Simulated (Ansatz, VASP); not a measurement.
**MgI2 in VASP and in Ansatz**

INCAR

```
SYSTEM = MgI2
  ALGO = Normal
  EDIFF = 1E-6
  ENCUT = 520
  GGA = PE
  ISIF = 2
  ISMEAR = 0
  LASPH = .True.
  LCHARG = .False.
  LREAL = .False.
  LWAVE = .False.
  NBANDS = 15
  NELM = 80
  PREC = Accurate
  SIGMA = 0.05
```

The input KPOINTS:

```
k-points
0
Gamma
  6 6 4
  0 0 0
```

The input POSCAR:

```
MgI2
1.0
    4.1537001214      0.0000000000      0.0000000000
   -2.0768500607      3.5972098248      0.0000000000
    0.0000000000      0.0000000000      6.8620000000
Mg I
1 2
Direct
   -0.0416989854     -0.0833979708      0.0218595162
    0.3333333333      0.6666666667      0.7576300000
    0.6666666667      0.3333333333      0.2423700000
```

Input for Ansatz:

```yaml
crystal:
  lattice:
    - [4.1537001214, 0.0, 0.0]
    - [-2.0768500607, 3.5972098248, 0.0]
    - [0.0, 0.0, 6.862]
  atoms:
    - { symbol: Mg, position: [-0.0416989854, -0.0833979708, 0.0218595162] }
    - { symbol: I, position: [0.3333333333, 0.6666666667, 0.75763] }
    - { symbol: I, position: [0.6666666667, 0.3333333333, 0.24237] }
basis:
  ecutwfc: 420
kpoints:
  mp_grid: { grid: [6, 6, 4] }
hamiltonian:
  xc: pbe
scf:
  occupations: { method: gaussian, width: 0.05 }
output:
  forces: true
  stress: true
  eigenvalues: true
```

Alike in both runs: task single point; functional PBE; k mesh 6 × 6 × 4; occupations gaussian, width 0.05 eV; no spin polarisation.

|  | VASP | Ansatz |
| --- | --- | --- |
| version | VASP 6.6.1 | Ansatz 0.2.0 |
| potentials or method | VASP PAW PBE potentials, release 64 (Mg, I), cutoff 520 eV | scalar-relativistic, plane waves, PAW |
| valence electrons in the cell | 16 | 44 |

```tsv
	VASP	Ansatz	Ansatz less VASP
gap on the k mesh at the Fermi level (eV)	3.18	3.19	+0.017
least direct gap on the mesh (eV)	3.33	3.34	+0.015
pressure (GPa)	2.3	2.4	+0.04
traceless stress, the component that is largest in VASP (GPa)	-1.92	-1.91	+0.008
rms of the force components (eV/Å)	0.665	0.665	-0.0003
```

Atom by atom the forces differ by 0.004 eV/Å (rms over components). With one functional, cell and mesh, what is left measures potentials, basis and numerics. VASP's potentials hold 16 valence electrons a cell and Ansatz's 44, so a difference there can come from the potentials and not from the codes.

Spin-orbit coupling is off throughout.
